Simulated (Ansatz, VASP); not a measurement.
## Two plane-wave programs on AlN

```xyz
8
Lattice="-1.6567 2.8696 0.0000 0.0000 0.0000 4.1875 4.9702 2.8696 0.0000" Properties=species:S:1:pos:R:3 pbc="T T T"
Al   -0.2520    1.7870    3.1406
Al    3.3135    1.9130    3.1406
Al    1.6567    0.9565    1.0469
Al    3.3135    3.8261    1.0469
N     0.0000    1.9130    1.0469
N     3.3135    1.9130    1.0469
N     1.6567    0.9565    3.1406
N     3.3135    3.8261    3.1406
```

Alike in both runs: task single point; functional PBE; k mesh 8 × 6 × 4; occupations gaussian, width 0.05 eV; no spin polarisation.

|  | VASP | Ansatz |
| --- | --- | --- |
| version | VASP 6.6.1 | Ansatz 0.2.0 |
| potentials or method | VASP PAW PBE potentials, release 64 (Al, N), cutoff 520 eV | scalar-relativistic, plane waves, PAW |
| valence electrons in the cell | 32 | 32 |

|  | VASP | Ansatz | Ansatz less VASP |
| --- | --- | --- | --- |
| gap on the k mesh at the Fermi level (eV) | 2.89 | 2.88 | -0.008 |
| least direct gap on the mesh (eV) | 2.89 | 2.88 | -0.008 |
| pressure (GPa) | 4.3 | 4.4 | +0.16 |
| traceless stress, the component that is largest in VASP (GPa) | 8.33 | 8.29 | -0.042 |
| rms of the force components (eV/Å) | 2.331 | 2.328 | -0.0026 |

Atom by atom the forces differ by 0.005 eV/Å (rms over components).
